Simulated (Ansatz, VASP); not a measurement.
## TePb: VASP beside Ansatz

INCAR

```
SYSTEM = TePb
PREC = Accurate
ENCUT = 500
EDIFF = 1E-6
ISMEAR = 0
SIGMA = 0.01
LREAL = .False.
LASPH = .True.
NELM = 120
ALGO = Normal
ISIF = 2
LWAVE = .False.
LCHARG = .False.
GGA = PS
NBANDS = 17
GGA_COMPAT = .False.
```

The input KPOINTS:

```
Automatic mesh
0
Gamma
  6 6 6
  0 0 0
```

The input POSCAR:

```
TePb
1.0
    0.0000000000      3.2219397504      3.2219397504
    3.2219397504      0.0000000000      3.2219397504
    3.2219397504      3.2219397504      0.0000000000
Pb Te
1 1
Direct
    0.0000000000      0.0000000000      0.0000000000
    0.5000000000      0.5000000000      0.5000000000
```

Input for Ansatz:

```yaml
crystal:
  lattice:
    - [0.0, 3.2219397504, 3.2219397504]
    - [3.2219397504, 0.0, 3.2219397504]
    - [3.2219397504, 3.2219397504, 0.0]
  atoms:
    - { symbol: Pb, position: [0.0, 0.0, 0.0] }
    - { symbol: Te, position: [0.5, 0.5, 0.5] }
basis:
  ecutwfc: 600.0
kpoints:
  mp_grid: { grid: [6, 6, 6] }
  band_path:
    path:
      - [0.0, 0.0, 0.0]
      - [0.0, 0.0, 0.0]
      - [0.0, 0.0, 0.0]
      - [0.0, 0.0, 0.0]
      - [0.0, 0.0, 0.0]
      - [0.0, 0.0, 0.0]
      - [0.0, 0.0, 0.0]
      - [0.0, 0.0, 0.0]
      - [0.0, 0.0, 0.0]
      - [0.0, 0.0, 0.0]
      - [0.0, 0.0, 0.0]
      - [0.0, 0.0, 0.0]
      - [0.0, 0.0, 0.0]
      - [0.0, 0.0, 0.0]
      - [0.0, 0.0, 0.0]
      - [0.0, 0.0, 0.0]
      - [0.0, 0.0, 0.0]
      - [0.0, 0.0, 0.0]
      - [0.0, 0.0, 0.0]
      - [0.0, 0.0, 0.0]
      - [0.0, 0.0, 0.0]
      - [0.0, 0.0, 0.0]
      - [0.0, 0.0, 0.0]
      - [0.0, 0.0, 0.0]
      - [0.0, 0.0, 0.0]
      - [0.0, 0.0, 0.0]
      - [0.3, 0.3, 0.0]
      - [0.3166666667, 0.3166666667, 0.0]
      - [0.3333333333, 0.3333333333, 0.0]
      - [0.35, 0.35, 0.0]
      - [0.3666666667, 0.3666666667, 0.0]
      - [0.3833333333, 0.3833333333, 0.0]
      - [0.4, 0.4, 0.0]
      - [0.4166666667, 0.4166666667, 0.0]
      - [0.4333333333, 0.4333333333, 0.0]
      - [0.45, 0.45, 0.0]
      - [0.4666666667, 0.4666666667, 0.0]
      - [0.4833333333, 0.4833333333, 0.0]
      - [0.5, 0.5, 0.0]
      - [0.5, 0.5, 0.5]
      - [0.5, 0.5, 0.5]
      - [0.5, 0.5, 0.5]
      - [0.5, 0.5, 0.5]
      - [0.5, 0.5, 0.5]
      - [0.5, 0.5, 0.5]
      - [0.5, 0.5, 0.5]
      - [0.5, 0.5, 0.5]
      - [0.5, 0.5, 0.5]
      - [0.5, 0.5, 0.5]
      - [0.5, 0.5, 0.5]
      - [0.5, 0.5, 0.5]
      - [0.5, 0.5, 0.5]
      - [0.5, 0.5, 0.5]
      - [0.5, 0.5, 0.5]
      - [0.5, 0.5, 0.5]
      - [0.5, 0.5, 0.5]
      - [0.5, 0.5, 0.5]
      - [0.5, 0.5, 0.5]
      - [0.5, 0.5, 0.5]
      - [0.5, 0.5, 0.5]
      - [0.5, 0.5, 0.5]
      - [0.5, 0.5, 0.5]
      - [0.5, 0.5, 0.5]
      - [0.5, 0.5, 0.5]
      - [0.5, 0.5, 0.5]
    npoints: 1
hamiltonian:
  xc: pbesol
  pseudopotentials: { kind: paw, azcp: { folder: soft_1 } }
scf:
  occupations: { method: fixed }
  n_extra_bands: 5
output:
  eigenvalues: true
```

Alike in both runs: task single point; functional PBEsol; k mesh 6 × 6 × 6; no spin polarisation.

|  | VASP | Ansatz |
| --- | --- | --- |
| version | VASP 6.6.1 | Ansatz 0.2.0 |
| potentials or method | VASP PAW PBE potentials, release 64 (Pb_d, Te), cutoff 500 eV | scalar-relativistic, plane waves, PAW |
| occupations | gaussian, width 0.01 eV | fixed |
| valence electrons in the cell | 20 | 30 |

```tsv
	VASP	Ansatz	Ansatz less VASP
gap on the k mesh at the Fermi level (eV)	0.65	0.65	+0.002
least direct gap on the mesh (eV)	0.65	0.65	+0.002
```

VASP's potentials were made for PBE, not for PBEsol, and Ansatz warns of the same on its side. VASP's potentials hold 20 valence electrons a cell and Ansatz's 30, so a difference there can come from the potentials and not from the codes.

Neither program's run includes spin-orbit coupling.
